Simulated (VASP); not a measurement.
# MgH4Cl2O2 in VASP: further runs

The runs below take MgH4Cl2O2 through single point, molecular dynamics, with PBE.

Program: VASP 6.6.1. These are calculated values, not measurements. Logs are shortened: lines on timing, memory, paths and dates and some standing lists are left out, and cuts for length are marked.

## Step 1: The cell of the first run

The cell holds a disordered packing, 9 atoms: a = 4.739 Å, b = 4.984 Å, c = 5.518 Å, α = 107.08°, β = 82.80°, γ = 95.57°.

## Step 2: Single point, PBE

INCAR reads:

```
SYSTEM = MgH4Cl2O2
ALGO = Normal
EDIFF = 1E-6
ENCUT = 520
GGA = PE
ISIF = 2
ISMEAR = 1
LASPH = .True.
LCHARG = .False.
LREAL = .False.
LWAVE = .False.
NBANDS = 26
NELM = 60
PREC = Accurate
SIGMA = 0.15
```

KPOINTS reads:

```
k-points
0
Gamma
  3 3 3
  0 0 0
```

POSCAR reads:

```
MgH4Cl2O2
1.0
    4.6462460000      0.3555470000      0.8619290000
   -0.7252350000      4.8727820000     -0.7583630000
   -0.2402950000     -0.8454810000      5.4472100000
Mg Cl O H
1 2 2 4
Direct
    0.3494203115      0.7958718962      0.5038996659
    0.9116326541      0.8518870185      0.1319473589
    0.5850231840      0.4139794264      0.7834838811
    0.0613655309      0.2745262788      0.5299622819
    0.7741899463      0.3359809065      0.1521247982
    0.8791361565      0.0538998282      0.8095999029
    0.1161505814      0.2053610659      0.9639657145
    0.4445201020      0.2323650662      0.3593269402
    0.8514336866      0.6125827172      0.4729600440
```

Potentials or basis: VASP PAW PBE potentials, release 64 (Mg, Cl, O, H).

Command:

```bash
$ cat potpaw_PBE.64/Mg/POTCAR potpaw_PBE.64/Cl/POTCAR potpaw_PBE.64/O/POTCAR potpaw_PBE.64/H/POTCAR > POTCAR
$ mpirun -np 1 vasp_std > vasp.out
```

OUTCAR:

```text
SYSTEM = MgH4Cl2O2
   EDIFF = 1E-6
   ENCUT = 520
   GGA = PE
   ISIF = 2
   ISMEAR = 1
   LASPH = .True.
   LREAL = .False.
   NELM = 60
   PREC = Accurate

 ion  position               nearest neighbor table
   1  0.349  0.796  0.504-   3 3.13
   2  0.912  0.852  0.132-
   3  0.585  0.414  0.783-   1 3.13
   4  0.061  0.275  0.530-
   5  0.774  0.336  0.152-
   6  0.879  0.054  0.810-
   7  0.116  0.205  0.964-
   8  0.445  0.232  0.359-
   9  0.851  0.613  0.473-

  LATTYP: Found a triclinic cell.
 ALAT       =     5.5176694892
 B/A-ratio  =     1.1337997345
 C/A-ratio  =     0.8588544682
 COS(alpha) =     0.0333014702
 COS(beta)  =     0.1253666515
 COS(gamma) =     0.6480106639

  Lattice vectors:

 A1 = (   0.2402950000,   0.8454810000,  -5.4472100000)
 A2 = (   0.9655300000,  -4.0273010000,  -4.6888470000)
 A3 = (  -4.6462460000,  -0.3555470000,  -0.8619290000)

Analysis of symmetry for initial positions (statically):
=====================================================================
 Subroutine PRICEL returns:
 Original cell was already a primitive cell.

 Routine SETGRP: Setting up the symmetry group for a
 triclinic supercell.

 Subroutine GETGRP returns: Found  1 space group operations
 (whereof  1 operations were pure point group operations)
 out of a pool of  2 trial point group operations.

The static configuration has the point symmetry C_1 .

Analysis of symmetry for dynamics (positions and initial velocities):
=====================================================================
 Subroutine PRICEL returns:
 Original cell was already a primitive cell.

 Routine SETGRP: Setting up the symmetry group for a
 triclinic supercell.

 Subroutine GETGRP returns: Found  1 space group operations
 (whereof  1 operations were pure point group operations)
 out of a pool of  2 trial point group operations.

The dynamic configuration has the point symmetry C_1 .

 Subroutine INISYM returns: Found  1 space group operations
 (whereof  1 operations are pure point group operations),
 and found     1 'primitive' translations

----------------------------------------------------------------------------------------

                                     Primitive cell

  volume of cell :     123.3537

  direct lattice vectors                    reciprocal lattice vectors
     4.646246000  0.355547000  0.861929000     0.209980676  0.033503166  0.014463110
    -0.725235000  4.872782000 -0.758363000    -0.021608469  0.206853972  0.031153324
    -0.240295000 -0.845481000  5.447210000    -0.036234237  0.023496992  0.185628855

  length of vectors
     4.738875095  4.984484393  5.517669489     0.213127961  0.210299836  0.190586202

  position of ions in fractional coordinates (direct lattice)
     0.349420311  0.795871896  0.503899666
     0.911632654  0.851887019  0.131947359
     0.585023184  0.413979426  0.783483881
     0.061365531  0.274526279  0.529962282
     0.774189946  0.335980906  0.152124798
     0.879136157  0.053899828  0.809599903
     0.116150581  0.205361066  0.963965714
     0.444520102  0.232365066  0.359326940
     0.851433687  0.612582717  0.472960044

  ion indices of the primitive-cell ions
   primitive index   ion index
                 1           1
                 2           2
                 3           3
                 4           4
                 5           5
                 6           6
                 7           7
                 8           8
                 9           9

----------------------------------------------------------------------------------------

 KPOINTS: k-points

Automatic generation of k-mesh.
 Grid dimensions read from file:
 generate k-points for:    3    3    3

 Generating k-lattice:

  Cartesian coordinates                     Fractional coordinates (reciprocal lattice)
     0.069993559  0.011167722  0.004821037     0.333333333  0.000000000  0.000000000
    -0.007202823  0.068951324  0.010384441     0.000000000  0.333333333 -0.000000000
[... 47 lines left out ...]
   GGA     = PE    functional components
   LHFCALC =     F    Hartree Fock is set to
   AEXX    =    0.0000 exact exchange contribution
   IVDW    =     0    specifies the selected vdW correction
   LEPSILON=     F    determine dielectric tensor
   LRPA    =     F    only Hartree local field effects (RPA)
 non-spin polarized calculation
 Methfessel and Paxton  Order N= 1 SIGMA  =   0.15
  energy-cutoff  :      520.00
  volume of cell :      123.35
 maximum number of plane-waves:      3347
   NGX = 17   NGY = 19   NGZ = 21

 number of electron      32.0000003 magnetization

 Free energy of the ion-electron system (eV)
  ---------------------------------------------------
  ext. energy  EPLUGINS =         0.00000000
  ---------------------------------------------------
  free energy    TOTEN  =       -20.75271810 eV

  energy without entropy =      -20.75640475  energy(sigma->0) =      -20.75394698

 E-fermi :   0.7345     XC(G=0):  -8.5635

 val. band max:        0.6539448529   @ k =  -0.0000   0.0000   0.3333
 cond. band min:       0.7544056309   @ k =  -0.3333   0.3333  -0.0000
 fundamental gap:      0.1004607780
 Fermi energy:         0.7344524673

 k-point     1 :       0.0000    0.0000    0.0000
  band No.  band energies     occupation
      1     -16.3971      2.00000
      2     -15.4341      2.00000
      3     -13.7084      2.00000
      4     -13.5876      2.00000
      5      -5.0064      2.00000
      6      -4.1703      2.00000
[... 18 lines left out ...]
     25       8.3457      0.00000
     26       9.7287      0.00000

 k-point     2 :       0.3333    0.0000    0.0000
  band No.  band energies     occupation
      1     -16.3313      2.00000
      2     -15.4298      2.00000
      3     -13.7518      2.00000
      4     -13.6361      2.00000
      5      -5.0237      2.00000
      6      -4.2721      2.00000
[... 18 lines left out ...]
     25       9.1210      0.00000
[... 318 lines left out ...]
     25       9.5671      0.00000
     26      10.5075      0.00000

 k-point    14 :      -0.3333   -0.3333    0.3333
  band No.  band energies     occupation
      1     -16.1533      2.00000
      2     -15.4988      2.00000
      3     -13.9739      2.00000
      4     -13.6337      2.00000
      5      -4.9781      2.00000
      6      -3.9116      2.00000
[... 18 lines left out ...]
     25       9.4536      0.00000
     26      10.3740      0.00000

------------------------ aborting loop because EDIFF is reached ----------------------------------------

  FORCE on cell =-STRESS in cart. coord.  units (eV):
  Direction    XX          YY          ZZ          XY          YZ          ZX
  --------------------------------------------------------------------------------------
  -------------------------------------------------------------------------------------
  Total      -12.1099521     -7.5079721     -3.7616114     -0.6208256      1.7230300      4.0248004
  in kB     -157.2899455    -97.5171920    -48.8576373     -8.0635845     22.3795512     52.2760643
  external PRESSURE =    -101.2215916 kB  Pullay stress =       0.0000000 kB

 VOLUME and BASIS-vectors are now :
 -----------------------------------------------------------------------------
  energy-cutoff  :      520.00
  volume of cell :      123.35
      direct lattice vectors                 reciprocal lattice vectors
     4.646246000  0.355547000  0.861929000     0.209980676  0.033503166  0.014463110
    -0.725235000  4.872782000 -0.758363000    -0.021608469  0.206853972  0.031153324
    -0.240295000 -0.845481000  5.447210000    -0.036234237  0.023496992  0.185628855

 POSITION                                       TOTAL-FORCE (eV/Angst)
 -----------------------------------------------------------------------------------
      0.92521      3.57631      2.44246        -0.449973     -0.135318     -0.068365
      3.58615      4.36363      0.85847        -0.081772     -0.417469      0.588433
      2.22966      1.56281      4.45810        -0.983317     -0.441825     -0.624230
     -0.04132      0.91145      2.73152         2.598415      0.685907     -0.350390
      3.31686      1.78380      1.24116         0.364687      0.186296      0.967040
      3.85105     -0.10928      5.12694         1.317638      0.919261      0.691658
      0.15909      0.22696      5.19530        -1.957808     -0.384711     -0.749620
      1.81049      0.98651      2.16426        -0.947130      0.542287      0.168597
      3.39805      2.88783      2.84563         0.139260     -0.954427     -0.623123
 -----------------------------------------------------------------------------------
    total drift:                               -0.000234     -0.000481      0.000052

  FREE ENERGIE OF THE ION-ELECTRON SYSTEM (eV)
  ---------------------------------------------------
  free  energy   TOTEN  =       -20.7527180995 eV

  energy  without entropy=      -20.7564047519  energy(sigma->0) =      -20.75394698
```

Run time: 67 s. Hardware: 1 thread of Intel Xeon Platinum 8559C (Emerald Rapids), shared host; peak memory 0.25 GiB.

What came out:

```yaml
Free_energy: -20.7527 eV
Pressure: -10.1 GPa
Largest_force: 2.710 eV/Å
Band_gap_on_the_k_mesh: zero (bands 16 and 17 overlap by 0.01 eV)
```

Forces in eV/Å, atoms in the order of the input:
```
Mg  -0.450 -0.135 -0.068
Cl  -0.082 -0.417  0.588
Cl  -0.983 -0.442 -0.624
O    2.598  0.686 -0.350
O    0.365  0.186  0.967
H    1.318  0.919  0.692
H   -1.958 -0.385 -0.750
H   -0.947  0.542  0.169
H    0.139 -0.954 -0.623
```

Levels at points of the mesh, in eV from the Fermi level:
| k point | band 13 | band 14 | band 15 | band 16 | band 17 | band 18 | band 19 | band 20 |
| --- | --- | --- | --- | --- | --- | --- | --- | --- |
| (0.00, 0.00, 0.00) | -1.75 | -1.30 | -0.91 | 0.03 | 0.23 | 0.64 | 1.77 | 2.74 |

Caveat: the k points lie up to 0.45 Å⁻¹ apart.

## Step 3: Single point, PBE

INCAR reads:

```
SYSTEM = MgH4Cl2O2
PREC = Accurate
ENCUT = 520
EDIFF = 1E-7
ISMEAR = 1
SIGMA = 0.15
LREAL = .False.
LASPH = .True.
NELM = 100
ALGO = Normal
ISIF = 2
LWAVE = .False.
LCHARG = .False.
GGA = PE
NBANDS = 26
```

KPOINTS reads:

```
Automatic mesh
0
Gamma
  3 3 3
  0 0 0
```

POSCAR reads:

```
MgH4Cl2O2
1.0
    4.6462460000      0.3555470000      0.8619290000
   -0.7252350000      4.8727820000     -0.7583630000
   -0.2402950000     -0.8454810000      5.4472100000
Mg Cl O H
1 2 2 4
Direct
    0.3463781323      0.7930970539      0.5069821255
    0.9129929954      0.8546959478      0.1284073211
    0.5891036894      0.4165446602      0.7858253132
    0.0703974488      0.2702339554      0.5293149760
    0.7602138987      0.3331131281      0.1507750327
    0.9311870876      0.0884442600      0.8339766044
    0.0347134730      0.1904495490      0.9582124321
    0.4196660829      0.2301102365      0.3659704183
    0.8661531569      0.5867582287      0.4472212759
```

Potentials or basis: VASP PAW PBE potentials, release 64 (Mg, Cl, O, H).

Command:

```bash
$ cat potpaw_PBE.64/Mg/POTCAR potpaw_PBE.64/Cl/POTCAR potpaw_PBE.64/O/POTCAR potpaw_PBE.64/H/POTCAR > POTCAR
$ mpirun -np 1 vasp_std > vasp.out
```

Run time: 71 s. Hardware: 1 thread of Intel Xeon Platinum 8559C (Emerald Rapids), shared host; peak memory 0.24 GiB.

It converged, with:

| Quantity | Value |
| --- | --- |
| Free energy | -22.8005 eV |
| Pressure | -7.6 GPa |
| Largest force | 3.750 eV/Å |
| Band gap on the k mesh | zero (bands 16 and 17 overlap by 0.04 eV) |

Forces on the atoms (eV/Å):
```
Mg  -0.345 -0.125 -0.109
Cl  -0.275 -0.813  1.490
Cl  -1.010  0.042 -0.715
O    3.452  1.082 -0.987
O   -0.428  0.784  2.115
H    1.381  0.767  0.470
H   -1.069 -0.546 -1.432
H   -1.670  0.441  0.384
H   -0.037 -1.633 -1.214
```

Stress tensor (GPa, compression positive):
```
-11.27   0.29   2.88
  0.29  -7.81   0.54
  2.88   0.54  -3.57
```

Levels at points of the mesh, in eV from the Fermi level:
| k point | band 13 | band 14 | band 15 | band 16 | band 17 | band 18 | band 19 | band 20 |
| --- | --- | --- | --- | --- | --- | --- | --- | --- |
| (0.00, 0.00, 0.00) | -1.71 | -1.31 | -0.90 | 0.07 | 0.22 | 1.01 | 1.74 | 3.30 |

Caveat: the k points lie up to 0.45 Å⁻¹ apart.

## Step 4: Single point, PBE

INCAR reads:

```
ALGO = Normal
EDIFF = 1E-6
ENCUT = 520
GGA = PE
ISIF = 2
ISMEAR = 1
LASPH = True
LCHARG = False
LREAL = False
LWAVE = False
NBANDS = 26
NELM = 80
PREC = Accurate
SIGMA = 0.15
```

KPOINTS reads:

```
k-points
0
Gamma
  3 3 3
```

POSCAR reads:

```
MgH4Cl2O2
1.0
    4.6462460000      0.3555470000      0.8619290000
   -0.7252350000      4.8727820000     -0.7583630000
   -0.2402950000     -0.8454810000      5.4472100000
Mg Cl O H
1 2 2 4
Direct
    0.3432107283      0.7904275917      0.5098055261
    0.9140866762      0.8569849624      0.1258664293
    0.5922143320      0.4189318681      0.7877334858
    0.0838389145      0.2669785674      0.5267983932
    0.7471151260      0.3320468920      0.1523945072
    1.0053458528      0.1078750858      0.8221243037
   -0.0609780063      0.1906750983      0.9687297996
    0.3597901549      0.2424576548      0.3880721224
    0.8706283827      0.5232550048      0.3948721243
```

Command:

```bash
$ cat potpaw_PBE.64/Mg/POTCAR potpaw_PBE.64/Cl/POTCAR potpaw_PBE.64/O/POTCAR potpaw_PBE.64/H/POTCAR > POTCAR
$ mpirun -np 1 vasp_std > vasp.out
```

Run time: 70 s. Hardware: 1 thread of Intel Xeon Platinum 8559C (Emerald Rapids), shared host; peak memory 0.24 GiB.

The run converged. Its results:

| Item | Value |
| --- | --- |
| Free energy | -25.3383 eV |
| Pressure | -6.5 GPa |
| Largest force | 5.506 eV/Å |
| Band gap on the k mesh | zero (bands 16 and 17 overlap by 0.03 eV) |

Forces on the atoms (eV/Å):
```
Mg  -0.283 -0.039  0.127
Cl  -0.077 -0.955  1.339
Cl  -1.249  0.330 -1.127
O    5.044  1.203 -1.852
O    0.458  1.616  3.306
H    0.976 -0.300 -1.191
H   -0.708  0.711  0.654
H   -3.643 -0.100  1.262
H   -0.519 -2.466 -2.520
```

Stress tensor (GPa, compression positive):
```
-9.82  0.28  3.25
 0.28 -5.59 -0.64
 3.25 -0.64 -4.07
```

Levels at points of the mesh, in eV from the Fermi level:
```
           k point  band 12  band 13  band 14  band 15  band 16  band 17  band 18  band 19  band 20  band 21
(0.00, 0.00, 0.00)    -1.93    -1.69    -1.40    -1.11     0.04     0.15     1.55     2.86     3.73     5.72
```

Caveat: the k points lie up to 0.45 Å⁻¹ apart.

## Step 5: Molecular dynamics, PBE

INCAR reads:

```
  PREC = Accurate
  ENCUT = 520
  EDIFF = 1E-5
  ISMEAR = 1
  SIGMA = 0.15
  LREAL = F
  LASPH = T
  NELM = 100
  ALGO = Normal
  ISIF = 2
  LWAVE = F
  LCHARG = F
  GGA = PE
  NBANDS = 26
  IBRION = 0
  NSW = 40
  POTIM = 0.25
  TEBEG = 900.0
  TEEND = 900.0
  ISYM = 0
  NELMIN = 4
  RANDOM_SEED = 550487 0 0
  MDALGO = 1
  ANDERSEN_PROB = 0.0
```

KPOINTS reads:

```
Automatic mesh
0
Gamma
  3 3 3
```

POSCAR reads:

```
MgH4Cl2O2
1.0
    4.6462460000      0.3555470000      0.8619290000
   -0.7252350000      4.8727820000     -0.7583630000
   -0.2402950000     -0.8454810000      5.4472100000
Mg Cl O H
1 2 2 4
Direct
    0.3518140000      0.7983600000      0.5010310000
    0.9102950000      0.8490720000      0.1355860000
    0.5805520000      0.4113550000      0.7810530000
    0.0568000000      0.2790380000      0.5295340000
    0.7877040000      0.3391110000      0.1546190000
    0.8655240000      0.0416280000      0.7984940000
    0.1462340000      0.2114700000      0.9585390000
    0.4479150000      0.2487730000      0.3617570000
    0.8361070000      0.6123550000      0.4809720000
```

Command:

```bash
$ cat potpaw_PBE.64/Mg/POTCAR potpaw_PBE.64/Cl/POTCAR potpaw_PBE.64/O/POTCAR potpaw_PBE.64/H/POTCAR > POTCAR
$ mpirun -np 1 vasp_std > vasp.out
```

Wall time 8.9 min (1 thread of Intel Xeon Platinum 8559C (Emerald Rapids), shared host); peak memory 0.31 GiB.

The path:
```csv
step,potential energy change (eV),largest force (eV/Å),pressure (GPa),volume (Å³),temperature (K)
1,0.0000,2.5453,-10.65,123.35,896
2,0.0044,2.5691,-10.60,123.35,892
3,0.0043,2.5980,-10.63,123.35,892
4,-0.0004,2.6270,-10.62,123.35,897
5,-0.0099,2.6606,-10.60,123.35,906
6,-0.0245,2.6960,-10.60,123.35,920
7,-0.0446,2.7362,-10.57,123.35,940
8,-0.0705,2.7796,-10.57,123.35,965
9,-0.1028,2.8273,-10.55,123.35,996
10,-0.1419,2.8795,-10.53,123.35,1034
11,-0.1886,2.9366,-10.49,123.35,1079
12,-0.2436,2.9981,-10.48,123.35,1132
13,-0.3076,3.0657,-10.44,123.35,1194
14,-0.3816,3.1390,-10.41,123.35,1266
15,-0.4667,3.2191,-10.36,123.35,1348
16,-0.5638,3.3065,-10.33,123.35,1442
17,-0.6742,3.4020,-10.28,123.35,1549
18,-0.7994,3.5066,-10.24,123.35,1670
19,-0.9407,3.6209,-10.18,123.35,1807
20,-1.0998,3.7460,-10.13,123.35,1961
21,-1.2785,3.8825,-10.06,123.35,2134
22,-1.4785,4.0310,-9.99,123.35,2327
23,-1.7020,4.1924,-9.91,123.35,2544
24,-1.9511,4.3666,-9.82,123.35,2784
25,-2.2279,4.5535,-9.72,123.35,3052
26,-2.5349,4.7511,-9.60,123.35,3349
27,-2.8743,4.9563,-9.46,123.35,3678
28,-3.2481,5.1618,-9.29,123.35,4039
29,-3.6582,5.3568,-9.08,123.35,4436
30,-4.1051,5.5219,-8.82,123.35,4868
31,-4.5882,5.6280,-8.50,123.35,5335
32,-5.1039,5.6306,-8.07,123.35,5833
33,-5.6439,5.4596,-7.54,123.35,6354
34,-6.1928,5.0153,-6.83,123.35,6883
35,-6.7239,4.1409,-5.86,123.35,7394
36,-7.1936,4.2285,-4.54,123.35,7843
37,-7.5352,4.2404,-2.84,123.35,8167
38,-7.6579,5.6802,-0.53,123.35,8277
39,-7.4630,11.6629,2.52,123.35,8082
40,-6.9051,19.3480,6.24,123.35,7545
```

Caveat: the k points lie up to 0.45 Å⁻¹ apart.

## Step 6: Overview

| task | cell | gap on the mesh (eV) | pressure (GPa) | largest force (eV/Å) |
| --- | --- | --- | --- | --- |
| single point | as given, atomic positions A | none | -10.1 | 2.71 |
| single point | as given, atomic positions B | none | -7.6 | 3.75 |
| single point | as given, atomic positions C | none | -6.5 | 5.51 |
| molecular dynamics | as given, atomic positions D | - | - | - |

Alike in all rows: level PBE; potentials or basis VASP PAW PBE potentials, release 64 (Mg, Cl, O, H); no spin polarisation; k mesh 3 × 3 × 3; cutoff (eV) 520; smearing methfessel-paxton 0.15 eV.

Caveats: all runs use coarse meshes.

Absolute energies hang on the potentials; compare differences alone.
